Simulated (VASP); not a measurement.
# RbHoBr4 (P4/mmm) in VASP: relaxation of cell and atoms with PBE

Aim: the relaxation of cell and atoms of RbHoBr4 with PBE.

Program: VASP 6.6.1. These are calculated values, not measurements. Logs are shortened: lines on timing, memory, paths and dates and some standing lists are left out, and cuts for length are marked.

## 1. The cell of the first run

It takes space group P4/mmm (No. 123, tetragonal). Conventional cell: a = 5.020 Å, b = 5.020 Å, c = 8.197 Å, α = 90.00°, β = 90.00°, γ = 90.00°. Rb (site symmetry 4/mmm) has 8 Br at 3.49 Å within 4.6 Å. Ho (site symmetry 4/mmm) has 8 Br at 3.02 Å within 4.0 Å. Within 4.0 Å of Br (site symmetry 2mm) lie 2 Ho at 3.02 Å and 5 Br at 3.36 to 3.55 Å and 2 Rb at 3.49 Å.

The cell was generated, and may not be a known phase.

## 2. Relaxation of cell and atoms, PBE

INCAR

```
SYSTEM = RbHoBr4
PREC = Accurate
ENCUT = 500
EDIFF = 1E-7
ISMEAR = 0
SIGMA = 0.02
LREAL = .FALSE.
LASPH = .TRUE.
NELM = 200
ALGO = Normal
ISIF = 3
LWAVE = .FALSE.
LCHARG = .FALSE.
GGA = PE
IBRION = 2
NSW = 100
EDIFFG = -0.01
GGA_COMPAT = .FALSE.
NELMIN = 4
LMAXMIX = 6
```

KPOINTS

```
regular mesh
0
G
  6 6 4
  0 0 0
```

POSCAR

```
RbHoBr4
1.0
    5.0204277968      0.0000000000      0.0000000000
    0.0000000000      5.0204277968      0.0000000000
    0.0000000000      0.0000000000      8.1966815904
Rb Ho Br
1 1 4
Direct
    0.5000000000      0.5000000000      0.5000000000
    0.0000000000      0.0000000000      0.0000000000
    0.5000000000      0.0000000000      0.7950311787
    0.0000000000      0.5000000000      0.2049688213
    0.5000000000      0.0000000000      0.2049688213
    0.0000000000      0.5000000000      0.7950311787
```

Potentials or basis: VASP PAW PBE potentials, release 64 (Rb_sv, Ho_3, Br), 4f in core.

Launch:

```bash
cat potpaw_PBE.64/Rb_sv/POTCAR potpaw_PBE.64/Ho_3/POTCAR potpaw_PBE.64/Br/POTCAR > POTCAR
mpirun -np 1 vasp_std > vasp.out
```

OUTCAR:

```text
SYSTEM = RbHoBr4
   PREC = Accurate
   ENCUT = 500
   EDIFF = 1E-7
   ISMEAR = 0
   LREAL = .FALSE.
   LASPH = .TRUE.
   NELM = 200
   ISIF = 3
   GGA = PE
   IBRION = 2
   NSW = 100
   EDIFFG = -0.01
   NELMIN = 4

 ion  position               nearest neighbor table
   1  0.500  0.500  0.500-   3 3.49   4 3.49   5 3.49   6 3.49   3 3.49   5 3.49   4 3.49   6 3.49

   2  0.000  0.000  0.000-   3 3.02   4 3.02   5 3.02   6 3.02   4 3.02   6 3.02   3 3.02   5 3.02

   3  0.500  0.000  0.795-   2 3.02   2 3.02   1 3.49   1 3.49
   4  0.000  0.500  0.205-   2 3.02   2 3.02   1 3.49   1 3.49
   5  0.500  0.000  0.205-   2 3.02   2 3.02   1 3.49   1 3.49
   6  0.000  0.500  0.795-   2 3.02   2 3.02   1 3.49   1 3.49

  LATTYP: Found a simple tetragonal cell.
 ALAT       =     5.0204277968
 C/A-ratio  =     1.6326659644

  Lattice vectors:

 A1 = (   5.0204277968,   0.0000000000,   0.0000000000)
 A2 = (   0.0000000000,   5.0204277968,   0.0000000000)
 A3 = (   0.0000000000,   0.0000000000,   8.1966815904)

Analysis of symmetry for initial positions (statically):
=====================================================================
 Subroutine PRICEL returns:
 Original cell was already a primitive cell.

 Routine SETGRP: Setting up the symmetry group for a
 simple tetragonal supercell.

 Subroutine GETGRP returns: Found 16 space group operations
 (whereof 16 operations were pure point group operations)
 out of a pool of 16 trial point group operations.

The static configuration has the point symmetry D_4h.

Analysis of symmetry for dynamics (positions and initial velocities):
=====================================================================
 Subroutine PRICEL returns:
 Original cell was already a primitive cell.

 Routine SETGRP: Setting up the symmetry group for a
 simple tetragonal supercell.

 Subroutine GETGRP returns: Found 16 space group operations
 (whereof 16 operations were pure point group operations)
 out of a pool of 16 trial point group operations.

The dynamic configuration has the point symmetry D_4h.

 Subroutine INISYM returns: Found 16 space group operations
 (whereof 16 operations are pure point group operations),
 and found     1 'primitive' translations

----------------------------------------------------------------------------------------

                                     Primitive cell

  volume of cell :     206.5949

  direct lattice vectors                    reciprocal lattice vectors
     5.020427797  0.000000000  0.000000000     0.199186213  0.000000000  0.000000000
     0.000000000  5.020427797  0.000000000     0.000000000  0.199186213  0.000000000
     0.000000000  0.000000000  8.196681590     0.000000000  0.000000000  0.122000591

  length of vectors
     5.020427797  5.020427797  8.196681590     0.199186213  0.199186213  0.122000591

  position of ions in fractional coordinates (direct lattice)
     0.500000000  0.500000000  0.500000000
     0.000000000  0.000000000  0.000000000
     0.500000000  0.000000000  0.795031179
     0.000000000  0.500000000  0.204968821
     0.500000000  0.000000000  0.204968821
     0.000000000  0.500000000  0.795031179

  ion indices of the primitive-cell ions
   primitive index   ion index
                 1           1
                 2           2
                 3           3
                 4           4
                 5           5
                 6           6

----------------------------------------------------------------------------------------

 KPOINTS: regular mesh

Automatic generation of k-mesh.
 Grid dimensions read from file:
 generate k-points for:    6    6    4

 Generating k-lattice:

  Cartesian coordinates                     Fractional coordinates (reciprocal lattice)
     0.033197702  0.000000000  0.000000000     0.166666667  0.000000000  0.000000000
     0.000000000  0.033197702  0.000000000     0.000000000  0.166666667  0.000000000
     0.000000000  0.000000000  0.030500148     0.000000000  0.000000000  0.250000000

  Length of vectors
     0.033197702  0.033197702  0.030500148

  Shift w.r.t. Gamma in fractional coordinates (k-lattice)
     0.000000000  0.000000000  0.000000000

 Subroutine IBZKPT returns following result:
 ===========================================

 Found     30 irreducible k-points:

 Following reciprocal coordinates:
            Coordinates               Weight
  0.000000  0.000000  0.000000      1.000000
  0.166667  0.000000  0.000000      4.000000
  0.333333  0.000000  0.000000      4.000000
  0.500000  0.000000  0.000000      2.000000
  0.166667  0.166667  0.000000      4.000000
  0.333333  0.166667  0.000000      8.000000
[... 16 lines left out ...]
  0.333333  0.000000  0.500000      4.000000
  0.500000  0.000000  0.500000      2.000000
 [... further k-points ...]
   k-points           NKPTS =     30   k-points in BZ     NKDIM =     30   number of bands    NBANDS=     27
   number of dos      NEDOS =    301   number of ions     NIONS =      6
   total plane-waves  NPLWV =  96000
   dimension x,y,z NGX =    40 NGY =   40 NGZ =   60
   dimension x,y,z NGXF=    80 NGYF=   80 NGZF=  120
   ions per type =               1   1   4
   NGX,Y,Z   is equivalent  to a cutoff of  13.25, 13.25, 12.17 a.u.
   NGXF,Y,Z  is equivalent  to a cutoff of  26.49, 26.49, 24.34 a.u.
 SYSTEM =  RbHoBr4
   PREC   = accura    normal or accurate (medium, high low for compatibility)
   ISTART =      0    job   : 0-new  1-cont  2-samecut
   ICHARG =      2    charge: 1-file 2-atom 10-const
   ISPIN  =      1    spin polarized calculation?
   LNONCOLLINEAR =      F non collinear calculations
   LSORBIT =      F    spin-orbit coupling
   LASPH  =      T    aspherical Exc in radial PAW
   ENCUT  =  500.0 eV  36.75 Ry    6.06 a.u.   9.15  9.15 14.94*2*pi/ulx,y,z
   NELM   =    200;   NELMIN=  4; NELMDL= -5     # of ELM steps
   EDIFF  = 0.1E-06   stopping-criterion for ELM
   LREAL  =      F    real-space projection
   EDIFFG = -.1E-01   stopping-criterion for IOM
   NSW    =    100    number of steps for IOM
   IBRION =      2    ionic relax: 0-MD 1-quasi-New 2-CG
   NFREE  =      1    steps in history (QN), initial steepest desc. (CG)
   ISIF   =      3    stress and relaxation
   ISYM   =      2    0-nonsym 1-usesym 2-fastsym
   POTIM  = 0.5000    time-step for ionic-motion
   TEBEG  =    0.0;   TEEND  =   0.0 temperature during run
   PSTRESS=    0.0 pullay stress
   NELECT =      46.0000    total number of electrons
   NUPDOWN=      -1.0000    fix difference up-down
   EMIN   =  10.00;   EMAX   =-10.00  energy-range for DOS
   EFERMI =   0.00;   METHOD = LEGACY
   ISMEAR =     0;   SIGMA  =   0.02  broadening in eV -4-tet -1-fermi 0-gaus
   EFERMI_NEDOS =   21; number of points for ismear=-14 and -15
   IALGO  =     38    algorithm
   IMIX   =      4    mixing-type and parameters
     AMIX     =   0.40;   BMIX     =  1.00
     AMIX_MAG =   1.60;   BMIX_MAG =  1.00
  volume/ion in A,a.u.               =      34.43       232.36
  Fermi-wavevector in a.u.,A,eV,Ry     =   0.992250  1.875080 13.395742  0.984559
  Thomas-Fermi vector in A             =   2.124048
   LORBIT       =      0    0 simple, 1 ext, 2 COOP (PROOUT), +10 PAW based schemes
   GGA     = PE    functional components
   LHFCALC =     F    Hartree Fock is set to
   AEXX    =    0.0000 exact exchange contribution
   IVDW    =     0    specifies the selected vdW correction
   LEPSILON=     F    determine dielectric tensor
   LRPA    =     F    only Hartree local field effects (RPA)
 conjugate gradient relaxation of ions
 non-spin polarized calculation
 Gauss-broadening in eV      SIGMA  =   0.02
  energy-cutoff  :      500.00
  volume of cell :      206.59
 maximum number of plane-waves:      5297
 NGX is ok and might be reduce to    40
   NGX = 19   NGY = 19   NGZ = 29

--------------------------------------- Ionic step        1  -------------------------------------------

 number of electron      45.9999992 magnetization

 Free energy of the ion-electron system (eV)
  ---------------------------------------------------
  ext. energy  EPLUGINS =         0.00000000
  ---------------------------------------------------
  free energy    TOTEN  =       -22.34567129 eV

  energy without entropy =      -22.34567129  energy(sigma->0) =      -22.34567129

------------------------ aborting loop because EDIFF is reached ----------------------------------------

  FORCE on cell =-STRESS in cart. coord.  units (eV):
  Direction    XX          YY          ZZ          XY          YZ          ZX
  --------------------------------------------------------------------------------------
  -------------------------------------------------------------------------------------
  Total       -0.1628500     -0.1628500      0.0991089      0.0000000     -0.0000000      0.0000000
  in kB       -1.2629287     -1.2629287      0.7686056      0.0000000     -0.0000000      0.0000000
  external PRESSURE =      -0.5857506 kB  Pullay stress =       0.0000000 kB
[... 185 lines left out ...]
  energy  without entropy=      -22.3461228448  energy(sigma->0) =      -22.34612284

--------------------------------------- Ionic step        6  -------------------------------------------

 number of electron      45.9999991 magnetization

 Free energy of the ion-electron system (eV)
  ---------------------------------------------------
  ext. energy  EPLUGINS =         0.00000000
  ---------------------------------------------------
  free energy    TOTEN  =       -22.34616388 eV

  energy without entropy =      -22.34616388  energy(sigma->0) =      -22.34616388

 E-fermi :   0.5500     XC(G=0):  -7.9175

 val. band max:        0.4662807462   @ k =   0.5000   0.5000   0.0000
 cond. band min:       2.7882909648   @ k =   0.0000   0.0000   0.0000
 fundamental gap:      2.3220102186
 Fermi energy:         0.5500208938

 k-point     1 :       0.0000    0.0000    0.0000
  band No.  band energies     occupation
      1     -25.1444      2.00000
      2     -23.9967      2.00000
      3     -23.9309      2.00000
      4     -23.9309      2.00000
      5     -13.8862      2.00000
      6     -13.5138      2.00000
[... 709 lines left out ...]
     26       4.3473      0.00000
     27       5.0791      0.00000

 [... further k-points ...]

------------------------ aborting loop because EDIFF is reached ----------------------------------------

  FORCE on cell =-STRESS in cart. coord.  units (eV):
  Direction    XX          YY          ZZ          XY          YZ          ZX
  --------------------------------------------------------------------------------------
  -------------------------------------------------------------------------------------
  Total       -0.0047606     -0.0047606     -0.0248096      0.0000000      0.0000000      0.0000000
  in kB       -0.0369459     -0.0369459     -0.1925416      0.0000000      0.0000000      0.0000000
  external PRESSURE =      -0.0888111 kB  Pullay stress =       0.0000000 kB
[... 21 lines left out ...]
  FREE ENERGIE OF THE ION-ELECTRON SYSTEM (eV)
  ---------------------------------------------------
  free  energy   TOTEN  =       -22.3461638769 eV

  energy  without entropy=      -22.3461638769  energy(sigma->0) =      -22.34616388

 reached required accuracy - stopping structural energy minimisation
```

Run time: 9.8 min. Hardware: 1 thread of Intel Xeon Platinum 8488C (Sapphire Rapids), shared host; peak memory 0.42 GiB.

Results:

```yaml
Free_energy: -22.3462 eV
Relaxed_volume: 34.41 Å³/atom
Relaxed_cell: a = 5.011 Å, b = 5.011 Å, c = 8.222 Å, α = 90.00°, β = 90.00°, γ = 90.00°
Space_group_after_relaxing_to_0.1_Å: P4/mmm (No. 123)
Energy_gained_by_relaxing: 0.1 meV/atom
Ionic_steps: 6
Pressure_after_relaxing: 0.0 GPa
Largest_force_after_relaxing: 0.010 eV/Å
Band_gap_on_the_k_mesh: 2.32 eV (least direct gap 2.68 eV)
```

Forces in eV/Å, atoms in the order of the input:
```
Rb   0.000  0.000  0.000
Ho   0.000  0.000  0.000
Br   0.000  0.000  0.010
Br   0.000  0.000 -0.010
Br   0.000  0.000 -0.010
Br   0.000  0.000  0.010
```

The path:
```tsv
step	energy change (eV)	largest force (eV/Å)	pressure (GPa)	volume (Å³)
1	0.0000	0.0042	-0.06	206.59
2	-0.0003	0.0070	0.00	206.22
3	-0.0004	0.0085	0.03	206.04
4	-0.0004	0.0110	0.01	206.20
5	-0.0005	0.0142	-0.01	206.40
6	-0.0005	0.0099	-0.01	206.45
```

Final structure:
```
Rb Ho Br
1.0
     5.01095    0.00000    0.00000
     0.00000    5.01095    0.00000
     0.00000    0.00000    8.22177
Rb Ho Br
1 1 4
Cartesian
  2.5055 2.5055 4.1109
  5.0109 0.0000 0.0000
  2.5055 0.0000 6.5390
  0.0000 2.5055 1.6828
  2.5055 0.0000 1.6828
  0.0000 2.5055 6.5390
```

Caveat: spin-orbit coupling is left out, which moves the levels of the heavy elements; the 4f electrons are frozen in the core, so they carry no moment and show no levels.
